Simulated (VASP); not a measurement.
A run of VASP 6.6.1:

File INCAR:

```
SYSTEM = CaO
ALGO = Normal
EDIFF = 1E-6
ENCUT = 520
GGA = PE
ISIF = 2
ISMEAR = 0
LASPH = .True.
LCHARG = .True.
LELF = .True.
LREAL = .False.
LVHAR = .True.
LWAVE = .False.
NBANDS = 15
NELM = 60
PREC = Accurate
SIGMA = 0.05
```

KPOINTS

```
k-points
0
Gamma
  9 9 9
  0 0 0
```

The input POSCAR:

```
CaO
1.0
    0.0000000000      2.4490000000      2.4490000000
    2.4490000000      0.0000000000      2.4490000000
    2.4490000000      2.4490000000      0.0000000000
Ca O
1 1
Direct
    0.0000000000      0.0000000000      0.0000000000
    0.5000000000      0.5000000000      0.5000000000
```

Potentials or basis: VASP PAW PBE potentials, release 64 (Ca_sv, O).

The run is started by

```bash
$ cat potpaw_PBE.64/Ca_sv/POTCAR potpaw_PBE.64/O/POTCAR > POTCAR
$ mpirun -np 1 vasp_std > vasp.out
```

Hardware: 1 thread of Intel(R) Xeon(R) Platinum 8259CL CPU @ 2.50GHz (Skylake/Cascade Lake) (shared host).

Task: Estimate the wall time of this run.

Result: It took 14 s on 1 thread of Intel(R) Xeon(R) Platinum 8259CL CPU @ 2.50GHz (Skylake/Cascade Lake), with other jobs on the host, peak memory 0.16 GiB. Counts: scf iterations 12, k points 35.
